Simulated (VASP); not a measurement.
Crystal: CdS3.

```
CELL_PARAMETERS angstrom
7.12543 0.00000 0.00000
-3.56271 6.17080 0.00000
0.00000 0.00000 3.54409
ATOMIC_POSITIONS crystal
Cd 0.66667 0.33333 0.25000
Cd 0.33333 0.66667 0.75000
S 0.16100 0.32201 0.25000
S 0.83900 0.16100 0.75000
S 0.67799 0.83900 0.25000
S 0.83900 0.67799 0.75000
S 0.16100 0.83900 0.25000
S 0.32201 0.16100 0.75000
```

The cell was generated, and may not be a known phase.

```yaml
Program: VASP 6.6.1
Task: relaxation of cell and atoms
Functional: PBE
Potentials_or_basis: VASP PAW PBE potentials, release 64 (Cd, S)
Cutoff: 500 eV
k_mesh: 3 × 3 × 6
Occupations: gaussian, width 0.1 eV
Spin: no spin polarisation
```

At the start: pressure -0.4 GPa; volume 19.48 Å³/atom.

Task: Where does the relaxation end?

Result: Over 5 steps the energy falls by 12.7 meV/atom and the volume is 19.17 Å³/atom (-1.6 %); space group P6_3/mmc (No. 194, to 0.1 Å) before and after.

Step by step:
```csv
step,energy change (eV),largest force (eV/Å),pressure (GPa),volume (Å³)
1,0.0000,0.3756,-0.36,155.83
2,-0.0466,0.3087,-0.20,154.84
3,-0.0929,0.1002,0.20,152.82
4,-0.0933,0.0730,0.26,152.59
5,-0.1012,0.0240,0.07,153.35
```

Final structure:
```yaml
crystal:
  lattice:
    - [7.03757, 0.00000, 0.00000]
    - [-3.51879, 6.09472, 0.00000]
    - [0.00000, 0.00000, 3.57518]
  atoms:
    - { symbol: Cd, position: [0.66667, 0.33333, 0.25000] }
    - { symbol: Cd, position: [0.33333, 0.66667, 0.75000] }
    - { symbol: S, position: [0.15544, 0.31088, 0.25000] }
    - { symbol: S, position: [0.84456, 0.15544, 0.75000] }
    - { symbol: S, position: [0.68912, 0.84456, 0.25000] }
    - { symbol: S, position: [0.84456, 0.68912, 0.75000] }
    - { symbol: S, position: [0.15544, 0.84456, 0.25000] }
    - { symbol: S, position: [0.31088, 0.15544, 0.75000] }
```
